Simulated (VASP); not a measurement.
Set up this calculation in VASP 6.6.1, as the native input.

```
Task                   : single point
Functional             : PBE
Potentials or basis    : VASP PAW PBE potentials, release 64 (Si, C)
Cutoff                 : 520 eV
k mesh                 : 12 × 12 × 6
Occupations            : gaussian, width 0.05 eV
Spin                   : no spin polarisation
Dipole correction      : no
Further INCAR settings : ALGO = Normal; EDIFF = 1e-06; NBANDS = 16
```

The structure of SiC lies in POSCAR:

```
SiC
1.0
    3.2057041324      0.0000000000      0.0000000000
   -1.6028520662      2.7762212157      0.0000000000
    0.0000000000      0.0000000000      5.4756632286
Si C
2 2
Direct
    0.3333333333      0.6666666667      0.0043097739
    0.6666666667      0.3333333333      0.5043097739
    0.3333333333      0.6666666667      0.3806902261
    0.6666666667      0.3333333333      0.8806902261
```

The input as run:

INCAR

```
PREC = Accurate
ENCUT = 520
EDIFF = 1E-6
ISMEAR = 0
SIGMA = 0.05
LREAL = F
LASPH = T
NELM = 60
ALGO = Normal
ISIF = 2
LWAVE = F
LCHARG = F
GGA = PE
NBANDS = 16
```

KPOINTS

```
Automatic mesh
0
Gamma
  12 12 6
```

Potentials or basis: VASP PAW PBE potentials, release 64 (Si, C).

Command:

```bash
$ cat potpaw_PBE.64/Si/POTCAR potpaw_PBE.64/C/POTCAR > POTCAR
$ mpirun -np 1 vasp_std > vasp.out
```

It gave:

```yaml
Pressure: -23.1 GPa
Band_gap_on_the_k_mesh: 2.45 eV (least direct gap 3.91 eV)
```

Caveat: the stress differs along the axes, from -32 to -19 GPa.

Run time: 32 s on 1 thread of Intel(R) Xeon(R) Platinum 8488C (Sapphire Rapids), with other jobs on the host, peak memory 0.18 GiB.
